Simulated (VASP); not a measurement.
## Au: single point with PBE

Crystal: Au.

```
CELL_PARAMETERS angstrom
0.00000 2.03500 2.03500
2.03500 0.00000 2.03500
2.03500 2.03500 0.00000
ATOMIC_POSITIONS crystal
Au 0.00000 0.00000 0.00000
```

| Item | Value |
| --- | --- |
| Program | VASP 6.6.1 |
| Task | single point |
| Functional | PBE |
| Potentials or basis | VASP PAW PBE potentials, release 64 (Au) |
| Cutoff | 520 eV |
| k mesh | 9 × 9 × 9 |
| Occupations | fermi-dirac, width 0.1 eV |
| Spin | no spin polarisation |

```yaml
Pressure: 10.4 GPa
```

Levels at points of the mesh, in eV from the Fermi level:
```tsv
k point	band 2	band 3	band 4	band 5	band 6	band 7	band 8	band 9	band 10	band 11
(0.00, 0.00, 0.00)	-4.74	-4.74	-4.74	-3.20	-3.20	14.51	18.58	18.58	18.58	23.52
```

It took 13 s on 1 thread of Intel Xeon 8259CL, on a shared host, peak memory 0.14 GiB.

Caveat: spin-orbit coupling is left out, which moves the levels of the heavy elements.
